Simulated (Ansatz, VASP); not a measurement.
## N: VASP beside Ansatz

The input POSCAR:

```
N
1.0
    3.5804190885      0.0000000000      0.0000000000
   -1.7902095442      3.1007338868      0.0000000000
    0.0000000000      0.0000000000      7.6415025808
N
4
Direct
    0.3333333333      0.6666666667      0.3215708973
    0.3333333333      0.6666666667      0.1784291027
    0.6666666667      0.3333333333      0.8215708973
    0.6666666667      0.3333333333      0.6784291027
```

The input INCAR.step1:

```
SYSTEM = N
PREC = Accurate
ENCUT = 520
EDIFF = 1E-5
ISMEAR = 0
SIGMA = 0.01
LREAL = .False.
LASPH = .True.
NELM = 60
ALGO = Normal
ISIF = 2
LWAVE = .True.
LCHARG = .False.
GGA = PE
NBANDS = 18
```

File INCAR.step2:

```
SYSTEM = N
PREC = Accurate
ENCUT = 520
EDIFF = 1E-7
ISMEAR = 0
SIGMA = 0.01
LREAL = .False.
LASPH = .True.
NELM = 60
ALGO = Normal
ISIF = 2
LWAVE = .False.
LCHARG = .False.
GGA = PE
LHFCALC = .True.
AEXX = 0.25
PRECFOCK = Normal
ISTART = 1
NBANDS = 18
```

File KPOINTS:

```
Automatic mesh
0
Gamma
  6 6 2
  0 0 0
```

Input for Ansatz:

```yaml
crystal:
  lattice:
    - [3.5804190885, 0.0, 0.0]
    - [-1.7902095442, 3.1007338868, 0.0]
    - [0.0, 0.0, 7.6415025808]
  atoms:
    - { symbol: "N", position: [0.3333333333, 0.6666666667, 0.3215708973] }
    - { symbol: "N", position: [0.3333333333, 0.6666666667, 0.1784291027] }
    - { symbol: "N", position: [0.6666666667, 0.3333333333, 0.8215708973] }
    - { symbol: "N", position: [0.6666666667, 0.3333333333, 0.6784291027] }
kpoints:
  mp_grid: { grid: [6, 6, 2] }
  band_path:
    path:
      - [0.0, 0.0, 0.0]
      - [0.5, 0.0, 0.0]
      - [0.3333333333, 0.3333333333, 0.0]
      - [0.0, 0.0, 0.5]
      - [0.5, 0.0, 0.5]
      - [0.3333333333, 0.3333333333, 0.5]
      - [0.145833, 0.166667, 0.0]
      - [0.0, 0.5, 0.0]
    npoints: 1
hamiltonian:
  xc: pbe0
scf:
  occupations: { method: fixed }
  n_extra_bands: 5
output:
  forces: true
  stress: true
  eigenvalues: true
```

Alike in both runs: task single point; functional PBE0; k mesh 6 × 6 × 2; no spin polarisation.

|  | VASP | Ansatz |
| --- | --- | --- |
| version | VASP 6.6.1 | Ansatz 0.2.0 |
| potentials or method | VASP PAW PBE potentials, release 64 (N) | plane waves, PAW |
| plane-wave cutoff (eV) | 520 | 420 |
| occupations | gaussian, width 0.01 eV | fixed |
| valence electrons in the cell | 20 | 20 |

|  | VASP | Ansatz | Ansatz less VASP |
| --- | --- | --- | --- |
| gap on the k mesh at the Fermi level (eV) | 10.11 | 10.18 | +0.062 |
| pressure (GPa) | 2.5 | -0.4 | -2.84 |
| traceless stress, the component that is largest in VASP (GPa) | 3.74 | -2.48 | -6.218 |
| rms of the force components (eV/Å) | 0.849 | 0.480 | -0.3688 |

Atom by atom the forces differ by 1.329 eV/Å (rms over components). Ansatz's warnings: stress exchange threshold loose, stress scf threshold loose.

Noted on VASP's run: the standard files for N, O and F lose accuracy on very short bonds.
